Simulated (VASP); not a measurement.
Write the native input for VASP 6.6.1 that does the following.

- Task: single point
- Functional: PBE
- Potentials or basis: VASP PAW PBE potentials, release 64 (Li_sv, Cl)
- Cutoff: 520 eV
- k mesh: 8 × 8 × 8
- Occupations: fermi-dirac, width 0.02 eV
- Spin: no spin polarisation
- Dipole correction: no
- Further INCAR settings: ALGO = Normal; EDIFF = 1e-06; NBANDS = 12

The structure of LiCl lies in POSCAR:

```
LiCl
1.0
    0.0000000000      2.7330425368      2.7467077495
    2.7330425368      0.0000000000      2.7467077495
    2.7330425368      2.7330425368      0.0000000000
Li Cl
1 1
Direct
    0.0000000000      0.0000000000      0.0000000000
    0.2500000000      0.2500000000      0.2500000000
```

This cell differs from its parent crystal: uniaxial z strain +0.5%.

The input as run:

INCAR

```
SYSTEM = LiCl
ALGO = Normal ; EDIFF = 1E-6
ENCUT = 520 ; GGA = PE
ISIF = 2 ; ISMEAR = -1
LASPH = .TRUE. ; LCHARG = .TRUE.
LELF = .TRUE. ; LREAL = .FALSE.
LVHAR = .TRUE. ; LWAVE = .FALSE.
NBANDS = 12 ; NELM = 100
PREC = Accurate ; SIGMA = 0.02
```

KPOINTS

```
k-points
0
G
  8 8 8
  0 0 0
```

Potentials or basis: VASP PAW PBE potentials, release 64 (Li_sv, Cl).

The run is started by

```sh
$ cat potpaw_PBE.64/Li_sv/POTCAR potpaw_PBE.64/Cl/POTCAR > POTCAR
$ mpirun -np 1 vasp_std > vasp.out
```

Results of the run:

The band gap on the k mesh is 6.03 eV, direct.

Caveat: the cell differs from its parent crystal (uniaxial z strain +0.5%).

Wall time 33 s on 1 thread of Intel(R) Xeon(R) Platinum 8488C (Sapphire Rapids), with other jobs on the host, peak memory 0.17 GiB.
